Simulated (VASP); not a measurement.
A run of VASP 6.6.1 is set up as follows.

File INCAR:

```
  PREC = Accurate
  ENCUT = 520
  EDIFF = 1E-7
  ISMEAR = 0
  SIGMA = 0.1
  LREAL = False
  LASPH = True
  NELM = 80
  ALGO = Normal
  ISIF = 2
  LWAVE = False
  LCHARG = False
  GGA = PE
  NBANDS = 38
```

KPOINTS

```
regular mesh
0
Gamma
  4 4 4
```

File POSCAR:

```
Sr3Cl4
1.0
    5.9411195091      0.0000000000      0.0000000000
    0.0000000000      5.9411195091      0.0000000000
    0.0000000000      0.0000000000      5.9411195091
Sr Cl
3 4
Direct
    0.5000000000      0.0000000000      0.0000000000
    0.0000000000      0.5000000000      0.0000000000
    0.0000000000      0.0000000000      0.5000000000
    0.0000000000      0.5000000000      0.5000000000
    0.5000000000      0.0000000000      0.5000000000
    0.5000000000      0.5000000000      0.0000000000
    0.0000000000      0.0000000000      0.0000000000
```

Potentials or basis: VASP PAW PBE potentials, release 64 (Sr_sv, Cl).

Command:

```console
$ cat potpaw_PBE.64/Sr_sv/POTCAR potpaw_PBE.64/Cl/POTCAR > POTCAR
$ mpirun -np 1 vasp_std > vasp.out
```

Question: What does it give for the band gap on the k mesh?

Answer: Zero (bands 29 and 30 overlap by 2.38 eV).

Question: What does it give for the pressure?

Answer: 0.2 GPa.
